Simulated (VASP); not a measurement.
# Si2S3: single point with r2SCAN

Crystal: Si2S3.

```
Si S
1.0
     1.80374    1.04139    8.36127
    -1.80374    1.04139    8.36127
     0.00000   -2.08278    8.36127
Si S
2 3
Cartesian
  0.0000 0.0000 10.0335
  0.0000 0.0000 15.0503
  0.0000 0.0000 0.0000
  0.0000 0.0000 5.2551
  0.0000 0.0000 19.8287
```

```
Program                : VASP 6.6.1
Task                   : single point
Functional             : r2SCAN
Potentials or basis    : VASP PAW PBE potentials, release 64 (Si, S)
Cutoff                 : 520 eV
k mesh                 : 6 × 6 × 6
Occupations            : gaussian, width 0.1 eV
Spin                   : no spin polarisation
Dipole correction      : no
Further INCAR settings : ALGO = Normal; EDIFF = 1e-06; NBANDS = 21
```

The pressure is -11.4 GPa and the largest force is 2.682 eV/Å. The band gap on the k mesh is zero (band 13 reaches 6.89 eV, above the bottom of band 14 at 6.04 eV).

Forces on the atoms (eV/Å):
```
Si   0.000  0.000  0.933
Si   0.000  0.000 -0.933
S    0.000  0.000  0.000
S    0.000  0.000  2.682
S    0.000  0.000 -2.682
```

Stress tensor (GPa, compression positive):
```
-10.18   0.00   0.00
  0.00 -10.18   0.00
  0.00   0.00 -13.76
```

Levels at points of the mesh, in eV from the Fermi level:
| k point | band 11 | band 12 | band 13 | band 14 | band 15 | band 16 |
| --- | --- | --- | --- | --- | --- | --- |
| (0.00, 0.00, 0.00) | -1.75 | -1.62 | -0.78 | 2.10 | 2.10 | 2.23 |
| (0.50, 0.00, 0.00) | -2.90 | -2.73 | -1.94 | 0.94 | 2.19 | 2.47 |
| (0.50, 0.50, 0.00) | -2.75 | -2.54 | -1.40 | 0.50 | 2.08 | 2.69 |
| (0.50, 0.50, 0.50) | -1.79 | -1.79 | 0.71 | 1.04 | 2.58 | 2.61 |

Wall time 33 min on 1 thread of AMD EPYC 7R43 64-Core Processor (Zen 3), on a shared host, peak memory 0.55 GiB.

Caveat: the PAW data sets were made with another functional, which shifts forces and pressure a little.
